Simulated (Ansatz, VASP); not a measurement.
Cu in VASP and in Ansatz

```
Cu
1.0
     1.29488    0.74760    4.12642
    -1.29488    0.74760    4.12642
     0.00000   -1.49520    4.12642
Cu
2
Cartesian
  0.0000 0.0000 3.0948
  0.0000 0.0000 9.2844
```

Alike in both runs: functional PBE; k mesh 6 × 6 × 6; occupations gaussian, width 0.1 eV; no spin polarisation.

Ansatz relaxed the structure, and its values are those at the end. VASP's run is a single point on that final structure, the one shown.

```csv
,VASP,Ansatz
version,VASP 6.6.1,Ansatz 0.2.0
potentials or method,"VASP PAW PBE potentials, release 64 (Cu), cutoff 520 eV","scalar-relativistic, plane waves, PAW"
valence electrons in the cell,22,38
```

Ansatz gave:

```
gap on the k mesh at the Fermi level (eV) : none
pressure (GPa)                            : 0.0
```

What did VASP give for the same quantities?

gap on the k mesh at the Fermi level (eV): none; pressure (GPa): 1.3.

A gap of «none» marks a metal or a gap that the smearing closes. VASP's potentials hold 22 valence electrons a cell and Ansatz's 38, so a difference there can come from the potentials and not from the codes.

The k mesh is coarse, so the values compare programs but aren't converged.
